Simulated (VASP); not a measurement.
Input of a VASP 6.6.1 run:

The input POSCAR:

```
ZnSe
1.0
    0.0000000000      2.7955007105      2.7955007105
    2.7955007105      0.0000000000      2.7955007105
    2.7955007105      2.7955007105      0.0000000000
Se Zn
1 1
Direct
    0.7500000000      0.7500000000      0.7500000000
    0.0000000000      0.0000000000      0.0000000000
```

Contents of INCAR.step1:

```
SYSTEM = ZnSe
PREC = Accurate ; ENCUT = 520
EDIFF = 1E-5 ; ISMEAR = -1
SIGMA = 0.05 ; LREAL = .False.
LASPH = .True. ; NELM = 80
ALGO = Normal ; ISIF = 2
LWAVE = .True. ; LCHARG = .False.
GGA = PE ; NBANDS = 16
```

Contents of INCAR.step2:

```
SYSTEM = ZnSe
PREC = Accurate ; ENCUT = 520
EDIFF = 1E-7 ; ISMEAR = -1
SIGMA = 0.05 ; LREAL = .False.
LASPH = .True. ; NELM = 80
ALGO = Normal ; ISIF = 2
LWAVE = .False. ; LCHARG = .False.
GGA = PE ; LHFCALC = .True.
HFSCREEN = 0.2079 ; PRECFOCK = Normal
ISTART = 1 ; NBANDS = 16
```

File KPOINTS:

```
Automatic mesh
0
Gamma
  4 4 4
  0 0 0
```

Potentials or basis: VASP PAW PBE potentials, release 64 (Se, Zn).

Launch:

```bash
$ cat potpaw_PBE.64/Se/POTCAR potpaw_PBE.64/Zn/POTCAR > POTCAR
$ cp INCAR.step1 INCAR
$ mpirun -np 1 vasp_std > vasp.out
$ cp INCAR.step2 INCAR
$ mpirun -np 1 vasp_std > vasp.out
```

(1) What does it give for the pressure?

(2) Predict the band gap on the k mesh.

Answers

(1) 4.5 GPa.

(2) 2.62 eV.

Caveat: the k points lie up to 0.49 Å⁻¹ apart; the PAW data sets were made with another functional, which shifts forces and pressure a little.
